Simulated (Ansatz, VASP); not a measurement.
## V: VASP beside Ansatz

```
V
1.0
    -1.57323    1.57323    1.57323
     1.57323   -1.57323    1.57323
     1.57323    1.57323   -1.57323
V
1
Direct
  0.00000 0.00000 0.00000
```

Alike in both runs: task single point; functional PBE; k mesh 8 × 8 × 8; occupations gaussian, width 0.1 eV; collinear spin.

```csv
,VASP,Ansatz
version,VASP 6.6.1,Ansatz 0.2.0
potentials or method,"VASP PAW PBE potentials, release 64 (V_sv), cutoff 500 eV","scalar-relativistic, plane waves, PAW"
valence electrons in the cell,13,13
```

|  | VASP | Ansatz | Ansatz less VASP |
| --- | --- | --- | --- |
| gap on the k mesh at the Fermi level (eV) | none | none | - |
| pressure (GPa) | -20.5 | -20.6 | -0.06 |
| net moment per atom (μB) | 0.01 | 0.00 | -0.006 |

A gap of «none» marks a metal or a gap that the smearing closes. With one functional, cell and mesh, what is left measures potentials, basis and numerics. Ansatz's warnings: seeded moment not kept.
